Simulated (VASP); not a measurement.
Runs of VASP 6.6.1 on TaWC2. The structure is that of space group R-3m (No. 166), or close to it. The cells are those of the table. 

```csv
cell,gap on the mesh (eV),pressure (GPa),largest force (eV/Å)
"a = 5.521 Å, angles 33.8°, 4 atoms",none,-26.6,0.07
"a = 5.451 Å, angles 33.8°, 4 atoms",none,-16.1,0.09
"a = 5.379 Å, angles 33.8°, 4 atoms",none,(b),0.10
"a = 5.415 Å, angles 33.8°, 4 atoms",none,(a),0.09
```

Alike in all rows: task single point; level PBEsol; potentials or basis VASP PAW PBE potentials, release 64 (W_sv, Ta_pv, C); no spin polarisation; k mesh 10 × 10 × 10; cutoff (eV) 520; smearing fermi-dirac 0.05 eV.

**Question.** Fill in the values left out.

**Answer.** (a) -10.0; (b) -3.2.

Caveats: the PAW data sets were made with another functional, which shifts forces and pressure a little; spin-orbit coupling is left out, which moves the levels of the heavy elements.

A k mesh can miss the band edges, and the runs leave out spin-orbit coupling on Ta, W.

A gap of «none» marks levels without a gap at the run's occupations.
